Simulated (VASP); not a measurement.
# NiO: single point with PBE

Crystal: NiO.

```xyz
2
Lattice="2.5046 0.0000 0.0000 0.0000 2.5046 0.0000 0.0000 0.0000 2.5046" Properties=species:S:1:pos:R:3 pbc="T T T"
Ni    0.0000    0.0000    0.0000
O     1.2523    1.2523    1.2523
```

```json
{
 "Program": "VASP 6.6.1",
 "Task": "single point",
 "Functional": "PBE",
 "Potentials or basis": "VASP PAW PBE potentials, release 64 (Ni, O)",
 "Cutoff": "520 eV",
 "k mesh": "9 × 9 × 9",
 "Occupations": "fermi-dirac, width 0.05 eV",
 "Spin": "collinear spin, ferromagnetic start",
 "Starting moments": "[0.8, 0.0] μB",
 "Fixed moment": "0.8 μB",
 "Dipole correction": "no",
 "Further INCAR settings": "ALGO = Normal; EDIFF = 1e-06; NBANDS = 19"
}
```

- Pressure: 25.3 GPa
- Net moment: 0.80 μB per cell
- Site moments: Ni +0.62; O +0.17 μB
- Valence electrons inside the program's atomic spheres: Ni 9.17; O 4.93

Wall time 37 s on 1 thread of Intel Xeon 8259CL, with other jobs on the host, peak memory 0.14 GiB.

Caveat: the total moment is fixed, so each spin has its own Fermi level; a cell with one magnetic atom can't hold antiferromagnetic order, which such compounds often take.
